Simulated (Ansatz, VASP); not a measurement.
## SnO2 in VASP and in Ansatz

INCAR

```
PREC = Accurate
ENCUT = 520
EDIFF = 1E-6
ISMEAR = 0
SIGMA = 0.05
LREAL = F
LASPH = T
NELM = 100
ALGO = Normal
ISIF = 2
LWAVE = F
LCHARG = F
GGA = CA
NBANDS = 35
```

File KPOINTS:

```
regular mesh
0
Gamma
  10 10 10
```

POSCAR

```
SnO2
1.0
   -1.9861130365      1.9861130365      5.4973812135
    1.9861130365     -1.9861130365      5.4973812135
    1.9861130365      1.9861130365     -5.4973812135
Sn O
2 4
Direct
    0.7500000000      0.2500000000      0.5000000000
    0.0000000000      0.0000000000      0.0000000000
    0.7969975834      0.7969975834      0.0000000000
    0.9530024166      0.4530024166      0.5000000000
    0.2030024166      0.2030024166      0.0000000000
    0.5469975834      0.0469975834      0.5000000000
```

Input for Ansatz:

```yaml
crystal:
  lattice:
    - [-1.9861130365, 1.9861130365, 5.4973812135]
    - [1.9861130365, -1.9861130365, 5.4973812135]
    - [1.9861130365, 1.9861130365, -5.4973812135]
  atoms:
    - { symbol: Sn, position: [0.75, 0.25, 0.5] }
    - { symbol: Sn, position: [0.0, 0.0, 0.0] }
    - { symbol: O, position: [0.7969975834, 0.7969975834, 0.0] }
    - { symbol: O, position: [0.9530024166, 0.4530024166, 0.5] }
    - { symbol: O, position: [0.2030024166, 0.2030024166, 0.0] }
    - { symbol: O, position: [0.5469975834, 0.0469975834, 0.5] }
basis:
  ecutwfc: 420
kpoints:
  mp_grid: { grid: [10, 10, 10] }
hamiltonian:
  xc: lda
scf:
  occupations: { method: gaussian, width: 0.05 }
output:
  forces: true
  stress: true
  eigenvalues: true
```

Change from the starting cell: strain +0.000 along x and y, +0.080 along z, atoms carried along.

Alike in both runs: task single point; functional LDA; k mesh 10 × 10 × 10; occupations gaussian, width 0.05 eV; no spin polarisation.

|  | VASP | Ansatz |
| --- | --- | --- |
| version | VASP 6.6.1 | Ansatz 0.2.0 |
| potentials or method | VASP PAW LDA potentials, release 64 (Sn_d, O), cutoff 520 eV | scalar-relativistic, plane waves, PAW |
| valence electrons in the cell | 52 | 52 |

|  | VASP | Ansatz | Ansatz less VASP |
| --- | --- | --- | --- |
| gap on the k mesh at the Fermi level (eV) | 0.70 | 0.66 | -0.032 |
| least direct gap on the mesh (eV) | 1.04 | 1.01 | -0.034 |
| pressure (GPa) | -11.4 | -12.1 | -0.64 |
| traceless stress, the component that is largest in VASP (GPa) | -7.57 | -7.40 | +0.164 |
| rms of the force components (eV/Å) | 0.411 | 0.411 | -0.0002 |

LDA's correlation is that of Perdew and Zunger in VASP and of Perdew and Wang (1992) in Ansatz. Atom by atom the forces differ by 0.000 eV/Å (rms over components).
